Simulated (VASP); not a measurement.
# Ag in VASP: relaxation of the atoms with PBE

Aim: the relaxation of the atoms of Ag with PBE.

Everything below comes from runs of VASP 6.6.1. Logs are shortened: lines on timing, memory, paths and dates and some standing lists are left out, and cuts for length are marked.

## (1) The cell of the first run

The cell holds a slab with vacuum, 4 atoms: a = 2.932 Å, b = 2.932 Å, c = 23.183 Å, α = 90.00°, β = 90.00°, γ = 120.00°.

## (2) Relaxation of the atoms, PBE

INCAR

```
SYSTEM = Ag
ALGO = Normal
DIPOL = 0.5 0.5 0.500
EDIFF = 1E-6
EDIFFG = -0.01
ENCUT = 520
GGA = PE
IBRION = 2
IDIPOL = 3
ISIF = 2
ISMEAR = -1
LASPH = .TRUE.
LCHARG = .FALSE.
LDIPOL = .TRUE.
LREAL = .FALSE.
LWAVE = .FALSE.
NELM = 80
NSW = 32
PREC = Accurate
SIGMA = 0.05
```

KPOINTS

```
k-points
0
G
  14 14 1
  0 0 0
```

POSCAR

```
Ag
1.0
    2.9322829450      0.0000000000      0.0000000000
   -1.4661414725      2.5394315215      0.0000000000
    0.0000000000      0.0000000000     23.1826000000
Ag
4
Direct
    0.0000000000      0.0000000000      0.3462808475
    0.3333333333      0.6666666667      0.4490450075
    0.6666666667      0.3333333333      0.5509549916
    0.0000000000      0.0000000000      0.6537191526
```

Potentials or basis: VASP PAW PBE potentials, release 64 (Ag).

The run is started by

```sh
$ cat potpaw_PBE.64/Ag/POTCAR > POTCAR
$ mpirun -np 1 vasp_std > vasp.out
```

OUTCAR:

```text
SYSTEM = Ag
   EDIFF = 1E-6
   EDIFFG = -0.01
   ENCUT = 520
   GGA = PE
   IBRION = 2
   ISIF = 2
   ISMEAR = -1
   LASPH = .TRUE.
   LREAL = .FALSE.
   NELM = 80
   NSW = 32
   PREC = Accurate

 ion  position               nearest neighbor table
   1  0.000  0.000  0.346-   2 2.92   2 2.92   2 2.92
   2  0.333  0.667  0.449-   3 2.91   3 2.91   3 2.91   1 2.92   1 2.92   1 2.92
   3  0.667  0.333  0.551-   2 2.91   2 2.91   2 2.91   4 2.92   4 2.92   4 2.92
   4  0.000  0.000  0.654-   3 2.92   3 2.92   3 2.92

  LATTYP: Found a hexagonal cell.
 ALAT       =     2.9322829450
 C/A-ratio  =     7.9059901227

  Lattice vectors:

 A1 = (   2.9322829450,   0.0000000000,   0.0000000000)
 A2 = (  -1.4661414725,   2.5394315215,   0.0000000000)
 A3 = (   0.0000000000,   0.0000000000,  23.1826000000)

Analysis of symmetry for initial positions (statically):
=====================================================================
 Subroutine PRICEL returns:
 Original cell was already a primitive cell.

 Routine SETGRP: Setting up the symmetry group for a
 hexagonal supercell.

 Subroutine GETGRP returns: Found 12 space group operations
 (whereof 12 operations were pure point group operations)
 out of a pool of 24 trial point group operations.

The static configuration has the point symmetry D_3d.

Analysis of symmetry for dynamics (positions and initial velocities):
=====================================================================
 Subroutine PRICEL returns:
 Original cell was already a primitive cell.

 Routine SETGRP: Setting up the symmetry group for a
 hexagonal supercell.

 Subroutine GETGRP returns: Found 12 space group operations
 (whereof 12 operations were pure point group operations)
 out of a pool of 24 trial point group operations.

The dynamic configuration has the point symmetry D_3d.

 Subroutine INISYM returns: Found 12 space group operations
 (whereof 12 operations are pure point group operations),
 and found     1 'primitive' translations

----------------------------------------------------------------------------------------

                                     Primitive cell

  volume of cell :     172.6253

[... 154 lines left out ...]
  energy-cutoff  :      520.00
  volume of cell :      172.63
      direct lattice vectors                 reciprocal lattice vectors
     2.932282945  0.000000000  0.000000000     0.341031210  0.196894461  0.000000000
    -1.466141472  2.539431522  0.000000000     0.000000000  0.393788921  0.000000000
     0.000000000  0.000000000 23.182600000     0.000000000  0.000000000  0.043135800

 POSITION                                       TOTAL-FORCE (eV/Angst)
 -----------------------------------------------------------------------------------
      0.00000      0.00000      8.02769        -0.000000      0.000000      0.012034
     -0.00000      1.69295     10.41003        -0.000000     -0.000000     -0.002024
      1.46614      0.84648     12.77257         0.000000      0.000000      0.002024
      0.00000      0.00000     15.15491         0.000000      0.000000     -0.012034
 -----------------------------------------------------------------------------------
    total drift:                               -0.000000      0.000000      0.000017

  FREE ENERGIE OF THE ION-ELECTRON SYSTEM (eV)
  ---------------------------------------------------
  free  energy   TOTEN  =       -10.2051695634 eV

  energy  without entropy=      -10.1976485046  energy(sigma->0) =      -10.20140903

--------------------------------------- Ionic step        2  -------------------------------------------

 number of electron      44.0000012 magnetization

 dipolmoment           0.000000      0.000000      0.000000 electrons x Angstroem

 Free energy of the ion-electron system (eV)
  ---------------------------------------------------
  ext. energy  EPLUGINS =         0.00000000
  ---------------------------------------------------
  free energy    TOTEN  =       -10.20518289 eV

  energy without entropy =      -10.19767097  energy(sigma->0) =      -10.20142693

 E-fermi :   0.6347     XC(G=0):  -5.6266

 val. band max:        0.6097771142   @ k =   0.4286   0.0714   0.0000
 cond. band min:       0.6490868958   @ k =   0.3571  -0.0000   0.0000
 fundamental gap:      0.0393097816
 Fermi energy:         0.6347385898

 k-point     1 :       0.0000    0.0000    0.0000
  band No.  band energies     occupation
      1      -6.4652      2.00000
      2      -5.5961      2.00000
      3      -5.3452      2.00000
      4      -5.1865      2.00000
      5      -3.9817      2.00000
      6      -3.9559      2.00000
[... 685 lines left out ...]
     25       5.2150      0.00000
     26       5.6610      0.00000

------------------------ aborting loop because EDIFF is reached ----------------------------------------

 vacuum level on the upper side and lower side of the slab       (xc-potential included)        -0.061        -0.061

  FORCE on cell =-STRESS in cart. coord.  units (eV):
  Direction    XX          YY          ZZ          XY          YZ          ZX
  --------------------------------------------------------------------------------------
  -------------------------------------------------------------------------------------
  Total       -0.7381546     -0.7381546     -0.1048382      0.0000000      0.0000000     -0.0000000
  in kB       -6.8509913     -6.8509913     -0.9730283      0.0000000      0.0000000     -0.0000000
  external PRESSURE =      -4.8916703 kB  Pullay stress =       0.0000000 kB

 VOLUME and BASIS-vectors are now :
 -----------------------------------------------------------------------------
  energy-cutoff  :      520.00
  volume of cell :      172.63
      direct lattice vectors                 reciprocal lattice vectors
     2.932282945  0.000000000  0.000000000     0.341031210  0.196894461  0.000000000
    -1.466141472  2.539431522  0.000000000     0.000000000  0.393788921  0.000000000
     0.000000000  0.000000000 23.182600000     0.000000000  0.000000000  0.043135800

 POSITION                                       TOTAL-FORCE (eV/Angst)
 -----------------------------------------------------------------------------------
      2.93228      0.00000      8.02827        -0.000000     -0.000000      0.008578
     -0.00000      1.69295     10.40993         0.000000      0.000000      0.000671
      1.46614      0.84648     12.77267         0.000000     -0.000000     -0.000671
      0.00000      0.00000     15.15433        -0.000000      0.000000     -0.008578
 -----------------------------------------------------------------------------------
    total drift:                               -0.000000      0.000000      0.000017

  FREE ENERGIE OF THE ION-ELECTRON SYSTEM (eV)
  ---------------------------------------------------
  free  energy   TOTEN  =       -10.2051828928 eV

  energy  without entropy=      -10.1976709730  energy(sigma->0) =      -10.20142693

 reached required accuracy - stopping structural energy minimisation

 vacuum level on the upper side and lower side of the slab         5.048         5.048
```

CONTCAR:

```text
Ag
   1.00000000000000
     2.9322829449999999    0.0000000000000000    0.0000000000000000
    -1.4661414724999999    2.5394315215000001    0.0000000000000000
     0.0000000000000000    0.0000000000000000   23.1826000000000008
  Ag
     4
Direct
     1.0000000000000000    0.0000000000000000    0.3463058906831394
     0.3333333332999970    0.6666666667000030    0.4490407951680607
     0.6666666667000030    0.3333333332999970    0.5509592039319374
     0.0000000000000000    0.0000000000000000    0.6536941094168552

  0.00000000E+00  0.00000000E+00  0.00000000E+00
  0.00000000E+00  0.00000000E+00  0.00000000E+00
  0.00000000E+00  0.00000000E+00  0.00000000E+00
  0.00000000E+00  0.00000000E+00  0.00000000E+00
```

It took 1.8 min on 1 thread of Intel Xeon Platinum 8488C (Sapphire Rapids), shared host; peak memory 0.35 GiB.

What came out:

```
Free energy                  : -10.2052 eV
Energy gained by relaxing    : 0.0 meV/atom
Ionic steps                  : 2
Largest force after relaxing : 0.009 eV/Å
Band gap on the k mesh       : zero (bands 22 and 23 overlap by 5.89 eV)
```

Forces on the atoms (eV/Å):
```
Ag   0.000  0.000  0.009
Ag   0.000  0.000  0.001
Ag   0.000  0.000 -0.001
Ag   0.000  0.000 -0.009
```

Final structure:
```cif
data_structure
_symmetry_space_group_name_H-M 'P 1'
_symmetry_Int_Tables_number 1
_cell_length_a 2.9323
_cell_length_b 2.9323
_cell_length_c 23.1826
_cell_angle_alpha 90.000
_cell_angle_beta 90.000
_cell_angle_gamma 120.000
_cell_volume 172.63
loop_
_atom_site_label
_atom_site_type_symbol
_atom_site_fract_x
_atom_site_fract_y
_atom_site_fract_z
_atom_site_occupancy
Ag1 Ag 0.00000 0.00000 0.34631 1
Ag2 Ag 0.33333 0.66667 0.44904 1
Ag3 Ag 0.66667 0.33333 0.55096 1
Ag4 Ag 0.00000 0.00000 0.65369 1
```
